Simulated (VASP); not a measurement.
# SiW (zincblende type) (F-43m) in VASP: a series of runs

The runs below take SiW (zincblende type) through single point, with PBE.

Everything below comes from runs of VASP 6.6.1. Logs are shortened: lines on timing, memory, paths and dates and some standing lists are left out, and cuts for length are marked.

### 1 The cell of the first run

Symmetry: F-43m, No. 216, cubic system. The conventional cell has a = 4.432 Å, b = 4.432 Å, c = 4.432 Å, α = 90.00°, β = 90.00°, γ = 90.00°. W (site symmetry -43m) has 4 Si at 1.92 Å within 2.5 Å. Within 2.5 Å of Si (site symmetry -43m) lie 4 W at 1.92 Å.

### 2 Single point, PBE (volume scaled by 0.5)

INCAR

```
SYSTEM = SiW
  PREC = Accurate
  ENCUT = 520
  EDIFF = 1E-7
  ISMEAR = -1
  SIGMA = 0.08
  LREAL = .FALSE.
  LASPH = .TRUE.
  NELM = 60
  ALGO = Normal
  ISIF = 2
  LWAVE = .FALSE.
  LCHARG = .FALSE.
  GGA = PE
  NBANDS = 16
```

KPOINTS

```
Automatic mesh
0
G
  11 11 11
  0 0 0
```

POSCAR

```
SiW
1.0
    0.0000000000      2.2161142538      2.2161142538
    2.2161142538      0.0000000000      2.2161142538
    2.2161142538      2.2161142538      0.0000000000
W Si
1 1
Direct
    0.0000000000      0.0000000000      0.0000000000
    0.2500000000      0.2500000000      0.2500000000
```

Potentials or basis: VASP PAW PBE potentials, release 64 (W_sv, Si).

The run is started by

```
$ cat potpaw_PBE.64/W_sv/POTCAR potpaw_PBE.64/Si/POTCAR > POTCAR
$ mpirun -np 1 vasp_std > vasp.out
```

OUTCAR:

```text
SYSTEM = SiW
   PREC = Accurate
   ENCUT = 520
   EDIFF = 1E-7
   ISMEAR = -1
   LREAL = .FALSE.
   LASPH = .TRUE.
   NELM = 60
   ISIF = 2
   GGA = PE

 ion  position               nearest neighbor table
   1  0.000  0.000  0.000-   2 1.92   2 1.92   2 1.92   2 1.92
   2  0.250  0.250  0.250-   1 1.92   1 1.92   1 1.92   1 1.92

  LATTYP: Found a face centered cubic cell.
 ALAT       =     4.4322285076

  Lattice vectors:

 A1 = (   0.0000000000,   2.2161142538,   2.2161142538)
 A2 = (   2.2161142538,   0.0000000000,   2.2161142538)
 A3 = (   2.2161142538,   2.2161142538,   0.0000000000)

Analysis of symmetry for initial positions (statically):
=====================================================================
 Subroutine PRICEL returns:
 Original cell was already a primitive cell.

 Routine SETGRP: Setting up the symmetry group for a
 face centered cubic supercell.

 Subroutine GETGRP returns: Found 24 space group operations
 (whereof 24 operations were pure point group operations)
 out of a pool of 48 trial point group operations.

The static configuration has the point symmetry T_d .

Analysis of symmetry for dynamics (positions and initial velocities):
=====================================================================
 Subroutine PRICEL returns:
 Original cell was already a primitive cell.

 Routine SETGRP: Setting up the symmetry group for a
 face centered cubic supercell.

 Subroutine GETGRP returns: Found 24 space group operations
 (whereof 24 operations were pure point group operations)
 out of a pool of 48 trial point group operations.

The dynamic configuration has the point symmetry T_d .

 Subroutine INISYM returns: Found 24 space group operations
 (whereof 24 operations are pure point group operations),
 and found     1 'primitive' translations

----------------------------------------------------------------------------------------

                                     Primitive cell

  volume of cell :      21.7674

  direct lattice vectors                    reciprocal lattice vectors
     0.000000000  2.216114254  2.216114254    -0.225620136  0.225620136  0.225620136
     2.216114254  0.000000000  2.216114254     0.225620136 -0.225620136  0.225620136
     2.216114254  2.216114254  0.000000000     0.225620136  0.225620136 -0.225620136

  length of vectors
     3.134058833  3.134058833  3.134058833     0.390785539  0.390785539  0.390785539

  position of ions in fractional coordinates (direct lattice)
     0.000000000  0.000000000  0.000000000
     0.250000000  0.250000000  0.250000000

  ion indices of the primitive-cell ions
   primitive index   ion index
                 1           1
                 2           2

----------------------------------------------------------------------------------------

 KPOINTS: Automatic mesh

Automatic generation of k-mesh.
 Grid dimensions read from file:
 generate k-points for:   11   11   11

 Generating k-lattice:

  Cartesian coordinates                     Fractional coordinates (reciprocal lattice)
    -0.020510921  0.020510921  0.020510921     0.090909091  0.000000000  0.000000000
     0.020510921 -0.020510921  0.020510921     0.000000000  0.090909091  0.000000000
     0.020510921  0.020510921 -0.020510921     0.000000000  0.000000000  0.090909091

  Length of vectors
     0.035525958  0.035525958  0.035525958

  Shift w.r.t. Gamma in fractional coordinates (k-lattice)
     0.000000000  0.000000000  0.000000000

 Subroutine IBZKPT returns following result:
 ===========================================

 Found     56 irreducible k-points:

 Following reciprocal coordinates:
            Coordinates               Weight
  0.000000  0.000000  0.000000      1.000000
  0.090909  0.000000  0.000000      8.000000
  0.181818  0.000000  0.000000      8.000000
  0.272727  0.000000  0.000000      8.000000
  0.363636  0.000000  0.000000      8.000000
  0.454545  0.000000  0.000000      8.000000
[... 16 lines left out ...]
 -0.272727  0.181818  0.000000     24.000000
 -0.181818  0.181818  0.000000     12.000000
 [... further k-points ...]
   k-points           NKPTS =     56   k-points in BZ     NKDIM =     56   number of bands    NBANDS=     16
   number of dos      NEDOS =    301   number of ions     NIONS =      2
   total plane-waves  NPLWV =  13824
   dimension x,y,z NGX =    24 NGY =   24 NGZ =   24
   dimension x,y,z NGXF=    48 NGYF=   48 NGZF=   48
   ions per type =               1   1
   NGX,Y,Z   is equivalent  to a cutoff of  12.73, 12.73, 12.73 a.u.
   NGXF,Y,Z  is equivalent  to a cutoff of  25.46, 25.46, 25.46 a.u.
 SYSTEM =  SiW
   PREC   = accura    normal or accurate (medium, high low for compatibility)
   ISTART =      0    job   : 0-new  1-cont  2-samecut
   ICHARG =      2    charge: 1-file 2-atom 10-const
   ISPIN  =      1    spin polarized calculation?
   LNONCOLLINEAR =      F non collinear calculations
   LSORBIT =      F    spin-orbit coupling
   LASPH  =      T    aspherical Exc in radial PAW
   ENCUT  =  520.0 eV  38.22 Ry    6.18 a.u.   5.83  5.83  5.83*2*pi/ulx,y,z
   NELM   =     60;   NELMIN=  2; NELMDL= -5     # of ELM steps
   EDIFF  = 0.1E-06   stopping-criterion for ELM
   LREAL  =      F    real-space projection
   EDIFFG = 0.1E-05   stopping-criterion for IOM
   NSW    =      0    number of steps for IOM
   IBRION =     -1    ionic relax: 0-MD 1-quasi-New 2-CG
   NFREE  =      0    steps in history (QN), initial steepest desc. (CG)
   ISIF   =      2    stress and relaxation
   ISYM   =      2    0-nonsym 1-usesym 2-fastsym
   POTIM  = 0.5000    time-step for ionic-motion
   TEBEG  =    0.0;   TEEND  =   0.0 temperature during run
   PSTRESS=    0.0 pullay stress
   NELECT =      18.0000    total number of electrons
   NUPDOWN=      -1.0000    fix difference up-down
   EMIN   =  10.00;   EMAX   =-10.00  energy-range for DOS
   EFERMI =   0.00;   METHOD = LEGACY
   ISMEAR =    -1;   SIGMA  =   0.08  broadening in eV -4-tet -1-fermi 0-gaus
   EFERMI_NEDOS =   21; number of points for ismear=-14 and -15
   IALGO  =     38    algorithm
   IMIX   =      4    mixing-type and parameters
     AMIX     =   0.40;   BMIX     =  1.00
     AMIX_MAG =   1.60;   BMIX_MAG =  1.00
  volume/ion in A,a.u.               =      10.88        73.45
  Fermi-wavevector in a.u.,A,eV,Ry     =   1.536610  2.903771 32.125652  2.361169
  Thomas-Fermi vector in A             =   2.643234
   LORBIT       =      0    0 simple, 1 ext, 2 COOP (PROOUT), +10 PAW based schemes
   GGA     = PE    functional components
   LHFCALC =     F    Hartree Fock is set to
   AEXX    =    0.0000 exact exchange contribution
   IVDW    =     0    specifies the selected vdW correction
   LEPSILON=     F    determine dielectric tensor
   LRPA    =     F    only Hartree local field effects (RPA)
 non-spin polarized calculation
  energy-cutoff  :      520.00
  volume of cell :       21.77
 maximum number of plane-waves:       596
   NGX = 11   NGY = 11   NGZ = 11

 number of electron      18.0000002 magnetization

 Free energy of the ion-electron system (eV)
  ---------------------------------------------------
  ext. energy  EPLUGINS =         0.00000000
  ---------------------------------------------------
  free energy    TOTEN  =        -4.47784068 eV

  energy without entropy =       -4.45074782  energy(sigma->0) =       -4.46429425

 E-fermi :  14.4565     XC(G=0): -13.8447

 val. band max:       14.4460073464   @ k =  -0.4545   0.1818   0.0909
 cond. band min:      14.4680099219   @ k =  -0.2727   0.0909   0.0000
 fundamental gap:      0.0220025754
 Fermi energy:        14.4564797240

 k-point     1 :       0.0000    0.0000    0.0000
  band No.  band energies     occupation
      1     -58.4641      2.00000
      2     -23.1797      2.00000
      3     -23.1797      2.00000
      4     -23.1797      2.00000
      5       1.4007      2.00000
      6       9.4966      2.00000
[... 8 lines left out ...]
     15      31.2790      0.00000
     16      35.1495      0.00000

 k-point     2 :       0.0909    0.0000    0.0000
  band No.  band energies     occupation
      1     -58.4609      2.00000
      2     -23.2324      2.00000
      3     -23.1863      2.00000
      4     -23.1863      2.00000
      5       1.6697      2.00000
      6       9.3707      2.00000
[... 8 lines left out ...]
     15      31.7253      0.00000
     16      33.0294      0.00000

 k-point     3 :       0.1818    0.0000    0.0000
  band No.  band energies     occupation
      1     -58.4522      2.00000
      2     -23.3713      2.00000
      3     -23.2039      2.00000
      4     -23.2039      2.00000
      5       2.4160      2.00000
      6       9.0954      2.00000
[... 8 lines left out ...]
     15      29.4994      0.00000
     16      30.9641      0.00000

 k-point     4 :       0.2727    0.0000    0.0000
  band No.  band energies     occupation
      1     -58.4407      2.00000
      2     -23.5481      2.00000
      3     -23.2269      2.00000
      4     -23.2269      2.00000
      5       3.4406      2.00000
      6       8.9141      2.00000
[... 8 lines left out ...]
     15      29.3465      0.00000
     16      29.5442      0.00000

 k-point     5 :       0.3636    0.0000    0.0000
  band No.  band energies     occupation
      1     -58.4303      2.00000
      2     -23.7060      2.00000
      3     -23.2479      2.00000
      4     -23.2479      2.00000
      5       4.3802      2.00000
      6       9.0847      2.00000
[... 8 lines left out ...]
     15      30.7888      0.00000
     16      30.7888      0.00000

 k-point     6 :       0.4545    0.0000    0.0000
  band No.  band energies     occupation
      1     -58.4240      2.00000
      2     -23.7978      2.00000
      3     -23.2603      2.00000
      4     -23.2603      2.00000
      5       4.8783      2.00000
      6       9.5243      2.00000
[... 8 lines left out ...]
     15      32.2135      0.00000
     16      32.2135      0.00000
[... 267 lines left out ...]
 k-point    21 :      -0.4545    0.1818    0.0000
  band No.  band energies     occupation
      1     -58.4180      2.00000
      2     -23.7494      2.00000
      3     -23.3863      2.00000
      4     -23.2969      2.00000
      5       5.7643      2.00000
      6       8.5474      2.00000
[... 8 lines left out ...]
     15      30.0342      0.00000
     16      30.3050      0.00000

 k-point    22 :      -0.3636    0.1818    0.0000
  band No.  band energies     occupation
      1     -58.4202      2.00000
      2     -23.7195      2.00000
      3     -23.3989      2.00000
      4     -23.2761      2.00000
      5       5.6111      2.00000
      6       8.7645      2.00000
[... 8 lines left out ...]
     15      29.6192      0.00000
     16      30.3137      0.00000

 k-point    23 :      -0.2727    0.1818    0.0000
  band No.  band energies     occupation
      1     -58.4272      2.00000
      2     -23.6364      2.00000
      3     -23.3787      2.00000
      4     -23.2479      2.00000
      5       4.9035      2.00000
      6       8.7484      2.00000
[... 8 lines left out ...]
     15      28.5970      0.00000
     16      29.7698      0.00000

 k-point    24 :      -0.1818    0.1818    0.0000
  band No.  band energies     occupation
      1     -58.4369      2.00000
      2     -23.5330      2.00000
      3     -23.3234      2.00000
      4     -23.2213      2.00000
      5       3.8746      2.00000
      6       8.7126      2.00000
[... 8 lines left out ...]
     15      28.3849      0.00000
     16      29.5129      0.00000

 [... further k-points ...]
[... 5 lines left out ...]
  --------------------------------------------------------------------------------------
  -------------------------------------------------------------------------------------
  Total       37.5428245     37.5428245     37.5428245     -0.0000000     -0.0000000      0.0000000
  in kB     2763.3194171   2763.3194171   2763.3194171     -0.0000000     -0.0000000      0.0000000
  external PRESSURE =    2763.3194171 kB  Pullay stress =       0.0000000 kB

 VOLUME and BASIS-vectors are now :
 -----------------------------------------------------------------------------
  energy-cutoff  :      520.00
  volume of cell :       21.77
      direct lattice vectors                 reciprocal lattice vectors
     0.000000000  2.216114254  2.216114254    -0.225620136  0.225620136  0.225620136
     2.216114254  0.000000000  2.216114254     0.225620136 -0.225620136  0.225620136
     2.216114254  2.216114254  0.000000000     0.225620136  0.225620136 -0.225620136

 POSITION                                       TOTAL-FORCE (eV/Angst)
 -----------------------------------------------------------------------------------
      0.00000      0.00000      0.00000        -0.000000     -0.000000     -0.000000
      1.10806      1.10806      1.10806         0.000000      0.000000      0.000000
 -----------------------------------------------------------------------------------
    total drift:                               -0.000001     -0.000001     -0.000001

  FREE ENERGIE OF THE ION-ELECTRON SYSTEM (eV)
  ---------------------------------------------------
  free  energy   TOTEN  =        -4.4778406840 eV

  energy  without entropy=       -4.4507478187  energy(sigma->0) =       -4.46429425
```

It took 8.2 s on 1 thread of Intel Xeon 6975P-C (Granite Rapids), shared host; peak memory 0.15 GiB.

Results:

* Free energy: -4.4778 eV
* Pressure: 276.3 GPa
* Band gap on the k mesh: zero (band 9 reaches 15.11 eV, above the bottom of band 10 at 13.09 eV)

Levels at points of the mesh, in eV from the Fermi level:
```
           k point  band 6  band 7  band 8  band 9  band 10  band 11  band 12  band 13
(0.00, 0.00, 0.00)   -4.96   -4.96   -4.96   -1.10    -1.10     9.14     9.14     9.14
```

Caveat: spin-orbit coupling is left out, which moves the levels of the heavy elements.

### 3 Single point, PBE (volume scaled by 0.6)

INCAR

```
PREC     = Accurate       # precision mode
ENCUT    = 520            # plane-wave cutoff, eV
EDIFF    = 1E-7           # SCF threshold, eV
ISMEAR   = -1             # smearing method
SIGMA    = 0.08           # smearing width, eV
LREAL    = F              # projectors in reciprocal space
LASPH    = T              # aspherical terms in the spheres
NELM     = 80             # most SCF steps
ALGO     = Normal         # electronic algorithm
ISIF     = 2              # what is computed and relaxed
LWAVE    = F              # write WAVECAR
LCHARG   = T              # write CHGCAR
GGA      = PE             # functional
LELF     = T              # ELF
LVHAR    = T            
NBANDS   = 16             # bands
```

KPOINTS

```
regular mesh
0
Gamma
  11 11 11
```

POSCAR

```
SiW
1.0
    0.0000000000      2.3549728020      2.3549728020
    2.3549728020      0.0000000000      2.3549728020
    2.3549728020      2.3549728020      0.0000000000
W Si
1 1
Direct
    0.0000000000      0.0000000000      0.0000000000
    0.2500000000      0.2500000000      0.2500000000
```

Potentials or basis: VASP PAW PBE potentials, release 64 (W_sv, Si).

The run is started by

```
$ cat potpaw_PBE.64/W_sv/POTCAR potpaw_PBE.64/Si/POTCAR > POTCAR
$ mpirun -np 1 vasp_std > vasp.out
```

Wall time 16 s (1 thread of Intel Xeon 6975P-C (Granite Rapids), shared host); peak memory 0.17 GiB.

Results (log left out):

```yaml
Free_energy: -10.0643 eV
Pressure: 148.5 GPa
Band_gap_on_the_k_mesh: zero (band 9 reaches 12.22 eV, above the bottom of band 10 at 10.76 eV)
```

Levels at points of the mesh, in eV from the Fermi level:
| k point | band 7 | band 8 | band 9 | band 10 | band 11 | band 12 |
| --- | --- | --- | --- | --- | --- | --- |
| (0.00, 0.00, 0.00) | -4.09 | -4.09 | -0.51 | -0.51 | 8.50 | 8.84 |

Caveat: spin-orbit coupling is left out, which moves the levels of the heavy elements.

### 4 Single point, PBE (volume scaled by 0.7)

INCAR

```
SYSTEM = SiW
  PREC = Accurate
  ENCUT = 520
  EDIFF = 1E-7
  ISMEAR = -1
  SIGMA = 0.08
  LREAL = .FALSE.
  LASPH = .TRUE.
  NELM = 60
  ALGO = Normal
  ISIF = 2
  LWAVE = .FALSE.
  LCHARG = .FALSE.
  GGA = PE
  NBANDS = 16
```

KPOINTS

```
regular mesh
0
G
  11 11 11
  0 0 0
```

POSCAR

```
SiW
1.0
    0.0000000000      2.4791425101      2.4791425101
    2.4791425101      0.0000000000      2.4791425101
    2.4791425101      2.4791425101      0.0000000000
W Si
1 1
Direct
    0.0000000000      0.0000000000      0.0000000000
    0.2500000000      0.2500000000      0.2500000000
```

The run is started by

```
$ cat potpaw_PBE.64/W_sv/POTCAR potpaw_PBE.64/Si/POTCAR > POTCAR
$ mpirun -np 1 vasp_std > vasp.out
```

Run time: 15 s. Hardware: 1 thread of Intel Xeon 6975P-C (Granite Rapids), shared host; peak memory 0.17 GiB.

It converged, with:

* Free energy: -13.0613 eV
* Pressure: 78.5 GPa
* Band gap on the k mesh: zero (band 9 reaches 10.07 eV, above the bottom of band 10 at 8.98 eV)

Levels at points of the mesh, in eV from the Fermi level:
```tsv
k point	band 6	band 7	band 8	band 9	band 10	band 11	band 12	band 13
(0.00, 0.00, 0.00)	-3.59	-3.59	-3.59	-0.28	-0.28	7.53	8.36	8.36
```

Caveat: spin-orbit coupling is left out, which moves the levels of the heavy elements.

### 5 Overview

| cell | gap on the mesh (eV) | pressure (GPa) |
| --- | --- | --- |
| a = 3.134 Å, angles 60.0°, 2 atoms | none | 276.3 |
| a = 3.330 Å, angles 60.0°, 2 atoms | none | 148.5 |
| a = 3.506 Å, angles 60.0°, 2 atoms | none | 78.5 |

Alike in all rows: task single point; level PBE; potentials or basis VASP PAW PBE potentials, release 64 (W_sv, Si); no spin polarisation; k mesh 11 × 11 × 11; cutoff (eV) 520; smearing fermi-dirac 0.08 eV.

Caveats: spin-orbit coupling is left out, which moves the levels of the heavy elements.

Absolute energies hang on the potentials; compare differences alone.
